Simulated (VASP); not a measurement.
# GaP (F-43m) in VASP: notebook, part 2 of 2

VASP 6.6.1. Earlier steps stand in the parts before.

**4. Single point, PBEsol**

INCAR

```
SYSTEM = GaP
ALGO = Normal
EDIFF = 1E-6
ENCUT = 520
GGA = PS
ISIF = 2
ISMEAR = -5
LASPH = .True.
LCHARG = .False.
LREAL = .False.
LWAVE = .False.
NBANDS = 16
NELM = 60
PREC = Accurate
SIGMA = 0.1
```

KPOINTS

```
k-points
0
Gamma
  6 6 6
  0 0 0
```

POSCAR

```
GaP
1.0
    0.0000000000      2.7254101930      2.7254101930
    2.7254101930      0.0000000000      2.7254101930
    2.7254101930      2.7254101930      0.0000000000
Ga P
1 1
Direct
    0.0000000000      0.0000000000      0.0000000000
    0.2500000000      0.2500000000      0.2500000000
```

Potentials or basis: VASP PAW PBE potentials, release 64 (Ga_d, P).

On the command line:

```
cat potpaw_PBE.64/Ga_d/POTCAR potpaw_PBE.64/P/POTCAR > POTCAR
mpirun -np 1 vasp_std > vasp.out
```

OUTCAR:

```text
SYSTEM = GaP
   EDIFF = 1E-6
   ENCUT = 520
   GGA = PS
   ISIF = 2
   ISMEAR = -5
   LASPH = .True.
   LREAL = .False.
   NELM = 60
   PREC = Accurate

 ion  position               nearest neighbor table
   1  0.000  0.000  0.000-   2 2.36   2 2.36   2 2.36   2 2.36
   2  0.250  0.250  0.250-   1 2.36   1 2.36   1 2.36   1 2.36

  LATTYP: Found a face centered cubic cell.
 ALAT       =     5.4508203860

  Lattice vectors:

 A1 = (   0.0000000000,   2.7254101930,   2.7254101930)
[... 482 lines left out ...]
------------------------ aborting loop because EDIFF is reached ----------------------------------------

  FORCE on cell =-STRESS in cart. coord.  units (eV):
  Direction    XX          YY          ZZ          XY          YZ          ZX
  --------------------------------------------------------------------------------------
  -------------------------------------------------------------------------------------
  Total       -0.1598454     -0.1598454     -0.1598454     -0.0000000      0.0000000     -0.0000000
  in kB       -6.3253589     -6.3253589     -6.3253589     -0.0000000      0.0000000     -0.0000000
  external PRESSURE =      -6.3253589 kB  Pullay stress =       0.0000000 kB

 VOLUME and BASIS-vectors are now :
 -----------------------------------------------------------------------------
  energy-cutoff  :      520.00
  volume of cell :       40.49
      direct lattice vectors                 reciprocal lattice vectors
     0.000000000  2.725410193  2.725410193    -0.183458623  0.183458623  0.183458623
     2.725410193  0.000000000  2.725410193     0.183458623 -0.183458623  0.183458623
     2.725410193  2.725410193  0.000000000     0.183458623  0.183458623 -0.183458623

 POSITION                                       TOTAL-FORCE (eV/Angst)
 -----------------------------------------------------------------------------------
      0.00000      0.00000      0.00000         0.000000      0.000000      0.000000
      1.36271      1.36271      1.36271        -0.000000     -0.000000     -0.000000
 -----------------------------------------------------------------------------------
    total drift:                                0.000000      0.000000      0.000000

  FREE ENERGIE OF THE ION-ELECTRON SYSTEM (eV)
  ---------------------------------------------------
  free  energy   TOTEN  =        -9.9056662820 eV

  energy  without entropy=       -9.9056662820  energy(sigma->0) =       -9.90566628
```

OSZICAR:

```text
N       E                     dE             d eps       ncg     rms          rms(c)
DAV:   1     0.788466781955E+02    0.78847E+02   -0.89063E+03   536   0.161E+03
DAV:   2    -0.411863913177E+01   -0.82965E+02   -0.79855E+02   600   0.311E+02
DAV:   3    -0.100994558390E+02   -0.59808E+01   -0.59659E+01   640   0.642E+01
DAV:   4    -0.101925939354E+02   -0.93138E-01   -0.93120E-01   640   0.869E+00
DAV:   5    -0.101945665065E+02   -0.19726E-02   -0.19725E-02   624   0.112E+00    0.412E+00
DAV:   6    -0.994700917640E+01    0.24756E+00   -0.35211E-01   808   0.114E+01    0.262E+00
DAV:   7    -0.990824684397E+01    0.38762E-01   -0.80849E-02   720   0.221E+00    0.984E-01
DAV:   8    -0.990545277058E+01    0.27941E-02   -0.12149E-02   640   0.128E+00    0.175E-01
DAV:   9    -0.990561171582E+01   -0.15895E-03   -0.10094E-03   680   0.434E-01    0.638E-02
DAV:  10    -0.990563874106E+01   -0.27025E-04   -0.67085E-05   760   0.865E-02    0.285E-02
DAV:  11    -0.990566645533E+01   -0.27714E-04   -0.29567E-05   552   0.586E-02    0.600E-03
DAV:  12    -0.990566628195E+01    0.17337E-06   -0.11327E-06   504   0.136E-02
   1 F= -.99056663E+01 E0= -.99056663E+01  d E =0.000000E+00
```

stdout:

```text
POSCAR found type information on POSCAR GaP
 POSCAR found :  2 types and       2 ions
 scaLAPACK will be used
 -----------------------------------------------------------------------------
|                                                                             |
|                                                                             |
|     You enforced a specific xc type in the INCAR file but a different       |
|     I HOPE YOU KNOW WHAT YOU ARE DOING!                                     |
|                                                                             |
 -----------------------------------------------------------------------------

 LDA part: xc-table for (Slater+PW92), standard interpolation
 POSCAR, INCAR and KPOINTS ok, starting setup
 FFT: planning ... GRIDC
 FFT: planning ... GRID_SOFT
 FFT: planning ... GRID
 WAVECAR not read
 entering main loop
```

Wall time 22 s (1 thread of Intel Xeon 8259CL, shared host); peak memory 0.17 GiB.

Results:

* Free energy: -9.9057 eV
* Pressure: -0.6 GPa
* Band gap on the k mesh: 1.51 eV (least direct gap 1.75 eV)

Caveat: the PAW data sets were made with another functional, which shifts forces and pressure a little.

**5. Summary**

```tsv
smearing	gap on the mesh (eV)	pressure (GPa)
methfessel-paxton 0.214 eV	1.51	-0.6
gaussian 0.2 eV	1.51	-0.6
tetrahedron	1.51	-0.6
```

Alike in all rows: task single point; level PBEsol; potentials or basis VASP PAW PBE potentials, release 64 (Ga_d, P); no spin polarisation; cell as given; k mesh 6 × 6 × 6; cutoff (eV) 520.

Caveats: the PAW data sets were made with another functional, which shifts forces and pressure a little.

Total energies depend on the potentials used, so only differences within one code and one set of settings carry meaning.

**6. Comparison with measurements**

Step 2. Measured gap of GaP: 2.34 eV (indirect; 10 K; quoted in “Stacking defects in GaP nanowires: Electronic structure and optical properties”, 2018, arxiv:1810.01194). This calculation gives 1.51 eV (-0.83 eV). Spin-orbit coupling on Ga is left out. The value is that of PBEsol on a finite k mesh, which can miss the band edges, without temperature or zero-point motion. Semilocal functionals fall short of measured gaps as a rule.

Step 3. Against the measured gap of GaP, 2.34 eV (indirect; 10 K; quoted in “Stacking defects in GaP nanowires: Electronic structure and optical properties”, 2018, arxiv:1810.01194), the calculated 1.51 eV is off by -0.83 eV. Spin-orbit coupling on Ga is left out. The value is that of PBEsol on a finite k mesh, which can miss the band edges, without temperature or zero-point motion. Semilocal functionals fall short of measured gaps as a rule.

Step 4. Measured gap of GaP: 2.34 eV (indirect; 10 K; quoted in “Stacking defects in GaP nanowires: Electronic structure and optical properties”, 2018, arxiv:1810.01194). This calculation gives 1.51 eV (-0.83 eV). Spin-orbit coupling on Ga is left out. The value is that of PBEsol on a finite k mesh, which can miss the band edges, without temperature or zero-point motion. Semilocal functionals fall short of measured gaps as a rule.
